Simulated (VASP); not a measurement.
# C: single point with r2SCAN

The system is C.

```
CELL_PARAMETERS angstrom
0.00000 1.78012 1.78012
1.78012 0.00000 1.78012
1.78012 1.78012 0.00000
ATOMIC_POSITIONS crystal
C 0.00000 0.00000 0.00000
C 0.25000 0.25000 0.25000
```

```
Program             : VASP 6.6.1
Task                : single point
Functional          : r2SCAN
Potentials or basis : VASP PAW PBE potentials, release 64 (C)
Cutoff              : 660 eV
k mesh              : 12 × 12 × 12
Occupations         : gaussian, width 0.01 eV
Spin                : no spin polarisation
```

The pressure is 0.1 GPa and the band gap on the k mesh is 4.36 eV, indirect (least direct gap 5.85 eV).

Levels at points of the mesh, in eV from the valence-band top:
```tsv
k point	band 2	band 3	band 4	band 5	band 6	band 7
(0.00, 0.00, 0.00)	0.00	0.00	0.00	5.85	5.85	5.85
(0.50, 0.00, 0.00)	-14.11	-2.99	-2.99	8.90	8.90	9.20
(0.50, 0.50, 0.00)	-13.63	-6.69	-6.69	5.01	5.01	17.96
```

It took 60 s on 1 thread of Intel Xeon 8259CL, with other jobs on the host, peak memory 0.14 GiB.

Caveat: the PAW data sets were made with another functional, which shifts forces and pressure a little. r2SCAN opens gaps a little over a GGA but as a rule still falls short of measured ones.
